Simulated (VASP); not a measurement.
Ge, 4 atoms in the cell. The typed cell holds 4 atoms: a = 3.997 Å, b = 3.997 Å, c = 6.596 Å, α = 90.00°, β = 90.00°, γ = 120.00°.  This cell differs from its parent crystal: atom 1 (Ge) moved by (-0.200, +0.000) A along x and z.

| Item | Value |
| --- | --- |
| Program | VASP 6.6.1 |
| Task | single point |
| Functional | PBEsol |
| Potentials or basis | VASP PAW PBE potentials, release 64 (Ge_d) |
| Cutoff | 520 eV |
| k mesh | 12 × 12 × 8 |
| Occupations | gaussian, width 0.15 eV |
| Spin | no spin polarisation |
| Dipole correction | no |
| Further INCAR settings | ALGO = Fast; EDIFF = 1e-06; NBANDS = 36 |

Potentials or basis: VASP PAW PBE potentials, release 64 (Ge_d).

Run with:

```sh
$ cat potpaw_PBE.64/Ge_d/POTCAR > POTCAR
$ mpirun -np 1 vasp_std > vasp.out
```

Hardware: 1 thread of Oxide Virtual Turin-like Processor, on a shared host.

**Question.** How long does it take, and how much memory?

**Answer.** It took 35 min on 1 thread of Oxide Virtual Turin-like Processor (shared host), peak memory 1.2 GiB. Counts: scf iterations 13, k points 580.
